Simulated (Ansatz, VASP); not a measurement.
## One calculation of WS2, two programs

```
W S
1.0
     3.11853    0.00000    0.00000
    -1.55926    2.70072    0.00000
     0.00000    0.00000   16.60455
W S
1 2
Direct
  0.00000 0.00000 0.00000
  0.33333 0.66667 0.09200
  0.33333 0.66667 0.90800
```

Alike in both runs: task single point; functional LDA; k mesh 10 × 10 × 2; occupations fermi-dirac, width 0.05 eV; no spin polarisation.

|  | VASP | Ansatz |
| --- | --- | --- |
| version | VASP 6.6.1 | Ansatz 0.2.0 |
| potentials or method | VASP PAW LDA potentials, release 64 (W_sv, S) | Ansatz PAW |
| plane-wave cutoff (eV) | 520 | 420 |
| valence electrons in the cell | 26 | 26 |

VASP gave:

- gap on the k mesh at the Fermi level (eV): 2.18
- least direct gap on the mesh (eV): 2.33
- rms of the force components (eV/Å): 0.391

Task: Estimate Ansatz's values.

Result: gap on the k mesh at the Fermi level (eV): 2.16; least direct gap on the mesh (eV): 2.32; rms of the force components (eV/Å): 0.367.

LDA's correlation is that of Perdew and Zunger in VASP and of Perdew and Wang (1992) in Ansatz. Atom by atom the forces differ by 0.024 eV/Å (rms over components).

Spin-orbit coupling is off throughout.
